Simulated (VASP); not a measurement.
# HgTe (NiAs type) (P6_3/mmc) in VASP: a series of runs

Runs on HgTe (NiAs type). Level: PBE. Tasks: single point.

All numbers are computed with VASP 6.6.1; they aren't measurements. Logs are shortened: lines on timing, memory, paths and dates and some standing lists are left out, and cuts for length are marked.

## Step 1: The cell of the first run

Symmetry: P6_3/mmc, No. 194, hexagonal system. Conventional cell: a = 4.012 Å, b = 4.012 Å, c = 7.255 Å, α = 90.00°, β = 90.00°, γ = 120.00°. Within 4.1 Å of Hg (site symmetry -3m) lie 6 Te at 2.94 Å and 8 Hg at 3.63 to 4.01 Å. Te (site symmetry -6m2) has 6 Hg at 2.94 Å and 6 Te at 4.01 Å within 4.1 Å.

## Step 2: Single point, PBE

INCAR

```
SYSTEM = HgTe
  ALGO = Normal
  EDIFF = 1E-7
  ENCUT = 520
  GGA = PE
  ISIF = 2
  ISMEAR = -1
  LASPH = .True.
  LCHARG = .False.
  LREAL = .False.
  LWAVE = .False.
  NBANDS = 26
  NELM = 80
  PREC = Accurate
  SIGMA = 0.05
```

KPOINTS

```
k-points
0
Gamma
  9 9 5
  0 0 0
```

POSCAR

```
HgTe
1.0
    4.0119937376      0.0000000000      0.0000000000
   -2.0059968688      3.4744884966      0.0000000000
    0.0000000000      0.0000000000      7.2545169208
Hg Te
2 2
Direct
    0.0000000000      0.0000000000      0.0000000000
    0.0000000000      0.0000000000      0.5000000000
    0.3333333333      0.6666666667      0.2500000000
    0.6666666667      0.3333333333      0.7500000000
```

Potentials or basis: VASP PAW PBE potentials, release 64 (Hg, Te).

Run with:

```
$ cat potpaw_PBE.64/Hg/POTCAR potpaw_PBE.64/Te/POTCAR > POTCAR
$ mpirun -np 1 vasp_std > vasp.out
```

OUTCAR:

```text
SYSTEM = HgTe
   EDIFF = 1E-7
   ENCUT = 520
   GGA = PE
   ISIF = 2
   ISMEAR = -1
   LASPH = .True.
   LREAL = .False.
   NELM = 80
   PREC = Accurate

 ion  position               nearest neighbor table
   1  0.000  0.000  0.000-   3 2.94   4 2.94   4 2.94   3 2.94   4 2.94   3 2.94   2 3.63   2 3.63

   2  0.000  0.000  0.500-   3 2.94   4 2.94   4 2.94   3 2.94   4 2.94   3 2.94   1 3.63   1 3.63

   3  0.333  0.667  0.250-   1 2.94   2 2.94   1 2.94   2 2.94   1 2.94   2 2.94
   4  0.667  0.333  0.750-   1 2.94   2 2.94   1 2.94   2 2.94   1 2.94   2 2.94

  LATTYP: Found a hexagonal cell.
 ALAT       =     4.0119937376
 C/A-ratio  =     1.8082074388

  Lattice vectors:

 A1 = (   4.0119937376,   0.0000000000,   0.0000000000)
 A2 = (  -2.0059968688,   3.4744884966,   0.0000000000)
 A3 = (   0.0000000000,   0.0000000000,   7.2545169208)

Analysis of symmetry for initial positions (statically):
=====================================================================
 Subroutine PRICEL returns:
 Original cell was already a primitive cell.

 Routine SETGRP: Setting up the symmetry group for a
 hexagonal supercell.

 Subroutine GETGRP returns: Found 24 space group operations
 (whereof 12 operations were pure point group operations)
 out of a pool of 24 trial point group operations.

The static configuration has the point symmetry D_3d.
 The point group associated with its full space group is D_6h.

Analysis of symmetry for dynamics (positions and initial velocities):
=====================================================================
 Subroutine PRICEL returns:
 Original cell was already a primitive cell.

 Routine SETGRP: Setting up the symmetry group for a
 hexagonal supercell.

 Subroutine GETGRP returns: Found 24 space group operations
 (whereof 12 operations were pure point group operations)
 out of a pool of 24 trial point group operations.

The dynamic configuration has the point symmetry D_3d.
 The point group associated with its full space group is D_6h.

 Subroutine INISYM returns: Found 24 space group operations
 (whereof 12 operations are pure point group operations),
 and found     1 'primitive' translations

----------------------------------------------------------------------------------------

                                     Primitive cell

  volume of cell :     101.1253

  direct lattice vectors                    reciprocal lattice vectors
     4.011993738  0.000000000  0.000000000     0.249252632  0.143906074  0.000000000
    -2.005996869  3.474488497  0.000000000     0.000000000  0.287812149  0.000000000
     0.000000000  0.000000000  7.254516921     0.000000000  0.000000000  0.137845154

  length of vectors
     4.011993738  4.011993738  7.254516921     0.287812149  0.287812149  0.137845154

  position of ions in fractional coordinates (direct lattice)
     0.000000000  0.000000000  0.000000000
     0.000000000  0.000000000  0.500000000
     0.333333333  0.666666667  0.250000000
     0.666666667  0.333333333  0.750000000

  ion indices of the primitive-cell ions
   primitive index   ion index
                 1           1
                 2           2
                 3           3
                 4           4

----------------------------------------------------------------------------------------

 KPOINTS: k-points

Automatic generation of k-mesh.
 Grid dimensions read from file:
 generate k-points for:    9    9    5

 Generating k-lattice:

  Cartesian coordinates                     Fractional coordinates (reciprocal lattice)
     0.027694737  0.015989564  0.000000000     0.111111111  0.000000000  0.000000000
     0.000000000  0.031979128  0.000000000     0.000000000  0.111111111  0.000000000
     0.000000000  0.000000000  0.027569031     0.000000000  0.000000000  0.200000000

  Length of vectors
     0.031979128  0.031979128  0.027569031

  Shift w.r.t. Gamma in fractional coordinates (k-lattice)
     0.000000000  0.000000000  0.000000000

 Subroutine IBZKPT returns following result:
 ===========================================

 Found     36 irreducible k-points:

 Following reciprocal coordinates:
            Coordinates               Weight
  0.000000  0.000000  0.000000      1.000000
  0.111111 -0.000000  0.000000      6.000000
  0.222222  0.000000  0.000000      6.000000
  0.333333  0.000000  0.000000      6.000000
  0.444444  0.000000  0.000000      6.000000
  0.111111  0.111111  0.000000      6.000000
[... 16 lines left out ...]
  0.333333  0.222222  0.200000     24.000000
  0.333333  0.333333  0.200000      4.000000
 [... further k-points ...]
   k-points           NKPTS =     36   k-points in BZ     NKDIM =     36   number of bands    NBANDS=     26
   number of dos      NEDOS =    301   number of ions     NIONS =      4
   total plane-waves  NPLWV =  48600
   dimension x,y,z NGX =    30 NGY =   30 NGZ =   54
   dimension x,y,z NGXF=    60 NGYF=   60 NGZF=  108
   ions per type =               2   2
   NGX,Y,Z   is equivalent  to a cutoff of  12.43, 12.43, 12.37 a.u.
   NGXF,Y,Z  is equivalent  to a cutoff of  24.86, 24.86, 24.75 a.u.
 SYSTEM =  HgTe
   PREC   = accura    normal or accurate (medium, high low for compatibility)
   ISTART =      0    job   : 0-new  1-cont  2-samecut
   ICHARG =      2    charge: 1-file 2-atom 10-const
   ISPIN  =      1    spin polarized calculation?
   LNONCOLLINEAR =      F non collinear calculations
   LSORBIT =      F    spin-orbit coupling
   LASPH  =      T    aspherical Exc in radial PAW
   ENCUT  =  520.0 eV  38.22 Ry    6.18 a.u.   7.46  7.46 13.49*2*pi/ulx,y,z
   NELM   =     80;   NELMIN=  2; NELMDL= -5     # of ELM steps
   EDIFF  = 0.1E-06   stopping-criterion for ELM
   LREAL  =      F    real-space projection
   EDIFFG = 0.1E-05   stopping-criterion for IOM
   NSW    =      0    number of steps for IOM
   IBRION =     -1    ionic relax: 0-MD 1-quasi-New 2-CG
   NFREE  =      0    steps in history (QN), initial steepest desc. (CG)
   ISIF   =      2    stress and relaxation
   ISYM   =      2    0-nonsym 1-usesym 2-fastsym
   POTIM  = 0.5000    time-step for ionic-motion
   TEBEG  =    0.0;   TEEND  =   0.0 temperature during run
   PSTRESS=    0.0 pullay stress
   NELECT =      36.0000    total number of electrons
   NUPDOWN=      -1.0000    fix difference up-down
   EMIN   =  10.00;   EMAX   =-10.00  energy-range for DOS
   EFERMI =   0.00;   METHOD = LEGACY
   ISMEAR =    -1;   SIGMA  =   0.05  broadening in eV -4-tet -1-fermi 0-gaus
   EFERMI_NEDOS =   21; number of points for ismear=-14 and -15
   IALGO  =     38    algorithm
   IMIX   =      4    mixing-type and parameters
     AMIX     =   0.40;   BMIX     =  1.00
     AMIX_MAG =   1.60;   BMIX_MAG =  1.00
  volume/ion in A,a.u.               =      25.28       170.61
  Fermi-wavevector in a.u.,A,eV,Ry     =   1.160261  2.192576 18.316247  1.346206
  Thomas-Fermi vector in A             =   2.296846
   LORBIT       =      0    0 simple, 1 ext, 2 COOP (PROOUT), +10 PAW based schemes
   GGA     = PE    functional components
   LHFCALC =     F    Hartree Fock is set to
   AEXX    =    0.0000 exact exchange contribution
   IVDW    =     0    specifies the selected vdW correction
   LEPSILON=     F    determine dielectric tensor
   LRPA    =     F    only Hartree local field effects (RPA)
 non-spin polarized calculation
  energy-cutoff  :      520.00
  volume of cell :      101.13
 maximum number of plane-waves:      2745
 NGX is ok and might be reduce to    30
   NGX = 15   NGY = 15   NGZ = 27

 number of electron      36.0000002 magnetization

 Free energy of the ion-electron system (eV)
  ---------------------------------------------------
  ext. energy  EPLUGINS =         0.00000000
  ---------------------------------------------------
  free energy    TOTEN  =        -6.03553945 eV

  energy without entropy =       -6.02442111  energy(sigma->0) =       -6.02998028

 E-fermi :   5.8522     XC(G=0): -10.4373

 val. band max:        5.7563934664   @ k =   0.4444   0.0000   0.2000
 cond. band min:       5.8572715263   @ k =   0.3333   0.0000   0.2000
 fundamental gap:      0.1008780599
 Fermi energy:         5.8522027097

 k-point     1 :       0.0000    0.0000    0.0000
  band No.  band energies     occupation
      1      -7.1628      2.00000
      2      -5.8089      2.00000
      3      -2.1508      2.00000
      4      -1.7868      2.00000
      5      -1.7868      2.00000
      6      -1.6695      2.00000
[... 18 lines left out ...]
     25      12.3636      0.00000
     26      12.7530      0.00000

 k-point     2 :       0.1111   -0.0000    0.0000
  band No.  band energies     occupation
      1      -7.0378      2.00000
      2      -5.7911      2.00000
      3      -2.0125      2.00000
      4      -1.7740      2.00000
      5      -1.7033      2.00000
      6      -1.6545      2.00000
[... 18 lines left out ...]
     25      12.5397      0.00000
     26      12.7246      0.00000

 k-point     3 :       0.2222    0.0000    0.0000
  band No.  band energies     occupation
      1      -6.6844      2.00000
      2      -5.7427      2.00000
      3      -1.7650      2.00000
      4      -1.7619      2.00000
      5      -1.6615      2.00000
      6      -1.4885      2.00000
[... 18 lines left out ...]
     25      12.2278      0.00000
     26      12.7733      0.00000

 k-point     4 :       0.3333    0.0000    0.0000
  band No.  band energies     occupation
      1      -6.1991      2.00000
      2      -5.6633      2.00000
      3      -1.8469      2.00000
      4      -1.8030      2.00000
      5      -1.7897      2.00000
      6      -1.5574      2.00000
[... 18 lines left out ...]
     25      13.0915      0.00000
     26      14.3041      0.00000

 k-point     5 :       0.4444    0.0000    0.0000
  band No.  band energies     occupation
      1      -5.8757      2.00000
      2      -5.4992      2.00000
      3      -2.1724      2.00000
      4      -1.9435      2.00000
      5      -1.8185      2.00000
      6      -1.5845      2.00000
[... 18 lines left out ...]
     25      12.8753      0.00000
     26      14.6044      0.00000

 k-point     6 :       0.1111    0.1111    0.0000
  band No.  band energies     occupation
      1      -6.7977      2.00000
      2      -5.7585      2.00000
      3      -1.7812      2.00000
      4      -1.7786      2.00000
      5      -1.6334      2.00000
      6      -1.5439      2.00000
[... 427 lines left out ...]
 k-point    21 :       0.4444    0.1111    0.2000
  band No.  band energies     occupation
      1      -5.7578      2.00000
      2      -5.4936      2.00000
      3      -2.0981      2.00000
      4      -1.8705      2.00000
      5      -1.6886      2.00000
      6      -1.5525      2.00000
[... 18 lines left out ...]
     25      13.0246      0.00000
     26      13.7980      0.00000

 k-point    22 :       0.2222    0.2222    0.2000
  band No.  band energies     occupation
      1      -5.9066      2.00000
      2      -5.6700      2.00000
      3      -1.9346      2.00000
      4      -1.7691      2.00000
      5      -1.5732      2.00000
      6      -1.5302      2.00000
[... 18 lines left out ...]
     25      12.5481      0.00000
     26      12.9788      0.00000

 k-point    23 :       0.3333    0.2222    0.2000
  band No.  band energies     occupation
      1      -5.6492      2.00000
      2      -5.5424      2.00000
      3      -1.9893      2.00000
      4      -1.8267      2.00000
      5      -1.6040      2.00000
      6      -1.5465      2.00000
[... 18 lines left out ...]
     25      12.8507      0.00000
     26      13.5670      0.00000

 k-point    24 :       0.3333    0.3333    0.2000
  band No.  band energies     occupation
      1      -5.5294      2.00000
      2      -5.5294      2.00000
      3      -1.9172      2.00000
      4      -1.7571      2.00000
      5      -1.7571      2.00000
      6      -1.4833      2.00000
[... 18 lines left out ...]
     25      13.3687      0.00000
     26      13.3687      0.00000

 [... further k-points ...]
[... 5 lines left out ...]
  --------------------------------------------------------------------------------------
  -------------------------------------------------------------------------------------
  Total        6.4472775      6.4472775      6.4937545      0.0000000      0.0000000     -0.0000000
  in kB      102.1474022    102.1474022    102.8837598      0.0000000      0.0000000     -0.0000000
  external PRESSURE =     102.3928547 kB  Pullay stress =       0.0000000 kB

 VOLUME and BASIS-vectors are now :
 -----------------------------------------------------------------------------
  energy-cutoff  :      520.00
  volume of cell :      101.13
      direct lattice vectors                 reciprocal lattice vectors
     4.011993738  0.000000000  0.000000000     0.249252632  0.143906074  0.000000000
    -2.005996869  3.474488497  0.000000000     0.000000000  0.287812149  0.000000000
     0.000000000  0.000000000  7.254516921     0.000000000  0.000000000  0.137845154

 POSITION                                       TOTAL-FORCE (eV/Angst)
 -----------------------------------------------------------------------------------
      0.00000      0.00000      0.00000         0.000000      0.000000     -0.000000
      0.00000      0.00000      3.62726         0.000000      0.000000     -0.000000
     -0.00000      2.31633      1.81363         0.000000     -0.000000      0.000000
      2.00600      1.15816      5.44089        -0.000000      0.000000      0.000000
 -----------------------------------------------------------------------------------
    total drift:                                0.000000      0.000000      0.000000

  FREE ENERGIE OF THE ION-ELECTRON SYSTEM (eV)
  ---------------------------------------------------
  free  energy   TOTEN  =        -6.0355394487 eV

  energy  without entropy=       -6.0244211136  energy(sigma->0) =       -6.02998028
```

It took 2.3 min on 1 thread of Intel Xeon 8259CL, shared host; peak memory 0.26 GiB.

Results:

| Item | Value |
| --- | --- |
| Free energy | -6.0355 eV |
| Pressure | 10.2 GPa |
| Band gap on the k mesh | zero (bands 18 and 19 overlap by 2.99 eV) |

Levels at points of the mesh, in eV from the Fermi level:
```tsv
k point	band 16	band 17	band 18	band 19	band 20	band 21
(0.00, 0.00, 0.00)	-0.64	-0.64	0.58	0.58	2.98	5.13
```

Caveat: the cell stands under pressure; spin-orbit coupling is left out, which moves the levels of the heavy elements.

## Step 3: Single point, PBE

INCAR

```
  PREC = Accurate
  ENCUT = 520
  EDIFF = 1E-7
  ISMEAR = -1
  SIGMA = 0.05
  LREAL = F
  LASPH = T
  NELM = 60
  ALGO = Normal
  ISIF = 2
  LWAVE = F
  LCHARG = T
  GGA = PE
  LELF = T
  LVHAR = T
  NBANDS = 26
```

KPOINTS

```
regular mesh
0
Gamma
  9 9 5
```

POSCAR is that of step 2.

Potentials or basis: VASP PAW PBE potentials, release 64 (Hg, Te).

Run with:

```
$ cat potpaw_PBE.64/Hg/POTCAR potpaw_PBE.64/Te/POTCAR > POTCAR
$ mpirun -np 1 vasp_std > vasp.out
```

OUTCAR:

```text
PREC = Accurate
   ENCUT = 520
   EDIFF = 1E-7
   ISMEAR = -1
   LREAL = F
   LASPH = T
   NELM = 60
   ISIF = 2
   GGA = PE

 ion  position               nearest neighbor table
   1  0.000  0.000  0.000-   3 2.94   4 2.94   4 2.94   3 2.94   4 2.94   3 2.94   2 3.63   2 3.63

   2  0.000  0.000  0.500-   3 2.94   4 2.94   4 2.94   3 2.94   4 2.94   3 2.94   1 3.63   1 3.63

   3  0.333  0.667  0.250-   1 2.94   2 2.94   1 2.94   2 2.94   1 2.94   2 2.94
   4  0.667  0.333  0.750-   1 2.94   2 2.94   1 2.94   2 2.94   1 2.94   2 2.94

  LATTYP: Found a hexagonal cell.
 ALAT       =     4.0119937376
 C/A-ratio  =     1.8082074388

  Lattice vectors:

 A1 = (   4.0119937376,   0.0000000000,   0.0000000000)
 A2 = (  -2.0059968688,   3.4744884966,   0.0000000000)
 A3 = (   0.0000000000,   0.0000000000,   7.2545169208)

Analysis of symmetry for initial positions (statically):
=====================================================================
 Subroutine PRICEL returns:
 Original cell was already a primitive cell.

[... 169 lines left out ...]
  ext. energy  EPLUGINS =         0.00000000
  ---------------------------------------------------
  free energy    TOTEN  =        -6.03553945 eV

  energy without entropy =       -6.02442111  energy(sigma->0) =       -6.02998028

 E-fermi :   5.8522     XC(G=0): -10.4373

 val. band max:        5.7563934664   @ k =   0.4444   0.0000   0.2000
 cond. band min:       5.8572715263   @ k =   0.3333   0.0000   0.2000
 fundamental gap:      0.1008780599
 Fermi energy:         5.8522027097

 k-point     1 :       0.0000    0.0000    0.0000
  band No.  band energies     occupation
      1      -7.1628      2.00000
      2      -5.8089      2.00000
      3      -2.1508      2.00000
      4      -1.7868      2.00000
      5      -1.7868      2.00000
      6      -1.6695      2.00000
[... 685 lines left out ...]
     25      13.3687      0.00000
     26      13.3687      0.00000

 [... further k-points ...]
[... 5 lines left out ...]
  --------------------------------------------------------------------------------------
  -------------------------------------------------------------------------------------
  Total        6.4472775      6.4472775      6.4937545      0.0000000      0.0000000     -0.0000000
  in kB      102.1474022    102.1474022    102.8837598      0.0000000      0.0000000     -0.0000000
  external PRESSURE =     102.3928547 kB  Pullay stress =       0.0000000 kB

 VOLUME and BASIS-vectors are now :
 -----------------------------------------------------------------------------
  energy-cutoff  :      520.00
  volume of cell :      101.13
      direct lattice vectors                 reciprocal lattice vectors
     4.011993738  0.000000000  0.000000000     0.249252632  0.143906074  0.000000000
    -2.005996869  3.474488497  0.000000000     0.000000000  0.287812149  0.000000000
     0.000000000  0.000000000  7.254516921     0.000000000  0.000000000  0.137845154

 POSITION                                       TOTAL-FORCE (eV/Angst)
 -----------------------------------------------------------------------------------
      0.00000      0.00000      0.00000         0.000000      0.000000     -0.000000
      0.00000      0.00000      3.62726         0.000000      0.000000     -0.000000
     -0.00000      2.31633      1.81363         0.000000     -0.000000      0.000000
      2.00600      1.15816      5.44089        -0.000000      0.000000      0.000000
 -----------------------------------------------------------------------------------
    total drift:                                0.000000      0.000000      0.000000

  FREE ENERGIE OF THE ION-ELECTRON SYSTEM (eV)
  ---------------------------------------------------
  free  energy   TOTEN  =        -6.0355394487 eV

  energy  without entropy=       -6.0244211136  energy(sigma->0) =       -6.02998028
```

OSZICAR:

```text
N       E                     dE             d eps       ncg     rms          rms(c)
DAV:   1     0.246991689400E+03    0.24699E+03   -0.16435E+04  1872   0.125E+03
DAV:   2     0.494752242204E+01   -0.24204E+03   -0.23246E+03  2000   0.299E+02
DAV:   3    -0.633666636243E+01   -0.11284E+02   -0.11124E+02  2286   0.650E+01
DAV:   4    -0.645650412673E+01   -0.11984E+00   -0.11959E+00  2190   0.591E+00
DAV:   5    -0.645842933931E+01   -0.19252E-02   -0.19251E-02  2222   0.745E-01    0.138E+01
DAV:   6    -0.604681751192E+01    0.41161E+00   -0.95703E-01  2010   0.106E+01    0.103E+01
DAV:   7    -0.604337057925E+01    0.34469E-02   -0.32959E-01  2124   0.325E+00    0.183E+00
DAV:   8    -0.603542015482E+01    0.79504E-02   -0.55817E-02  1964   0.231E+00    0.942E-01
DAV:   9    -0.603565839064E+01   -0.23824E-03   -0.62719E-03  2024   0.680E-01    0.254E-01
DAV:  10    -0.603554559698E+01    0.11279E-03   -0.60624E-04  2138   0.275E-01    0.110E-01
DAV:  11    -0.603553944522E+01    0.61518E-05   -0.51831E-05  1980   0.445E-02    0.490E-02
DAV:  12    -0.603554521230E+01   -0.57671E-05   -0.56427E-05  1966   0.659E-02    0.514E-02
DAV:  13    -0.603553916702E+01    0.60453E-05   -0.21238E-05  1938   0.496E-02    0.211E-02
DAV:  14    -0.603553940430E+01   -0.23728E-06   -0.21559E-06  1980   0.673E-03    0.742E-03
DAV:  15    -0.603553944872E+01   -0.44416E-07   -0.31660E-08  1060   0.121E-03
   1 F= -.60355394E+01 E0= -.60299803E+01  d E =-.111183E-01
```

Run time: 2.6 min. Hardware: 1 thread of Intel Xeon 8259CL, shared host; peak memory 0.26 GiB.

Results:

* Free energy: -6.0355 eV
* Pressure: 10.2 GPa
* Band gap on the k mesh: zero (bands 18 and 19 overlap by 2.99 eV)

Caveat: the cell stands under pressure; spin-orbit coupling is left out, which moves the levels of the heavy elements.
